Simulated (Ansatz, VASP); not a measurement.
# CdS: VASP beside Ansatz

```
Cd S
1.0
     0.00000    2.91000    3.14280
     2.91000    0.00000    3.14280
     2.91000    2.91000    0.00000
Cd S
1 1
Direct
  0.00000 0.00000 0.00000
  0.75000 0.75000 0.75000
```

Change from the starting cell: strain +0.000 along x and y, +0.080 along z, atoms carried along.

Alike in both runs: task single point; functional r2SCAN; k mesh 8 × 8 × 8; occupations gaussian, width 0.05 eV; no spin polarisation.

|  | VASP | Ansatz |
| --- | --- | --- |
| version | VASP 6.6.1 | Ansatz 0.2.0 |
| potentials or method | VASP PAW PBE potentials, release 64 (Cd, S), cutoff 520 eV | scalar-relativistic, plane waves, PAW |
| valence electrons in the cell | 18 | 26 |

Ansatz gave:

| Property | Result |
| --- | --- |
| gap on the k mesh at the Fermi level (eV) | 1.33 |
| least direct gap on the mesh (eV) | 1.33 |
| pressure (GPa) | -2.7 |
| traceless stress, the component that is largest in VASP (GPa) | -1.29 |

Q: Which values does VASP return?

A: gap on the k mesh at the Fermi level (eV): 1.33; least direct gap on the mesh (eV): 1.33; pressure (GPa): -2.5; traceless stress, the component that is largest in VASP (GPa): -1.27.

VASP's potentials were made for PBE, not for r2SCAN. The functional is the same, so the differences come from potentials, cutoffs and numerics. VASP's potentials hold 18 valence electrons a cell and Ansatz's 26, so a difference there can come from the potentials and not from the codes.
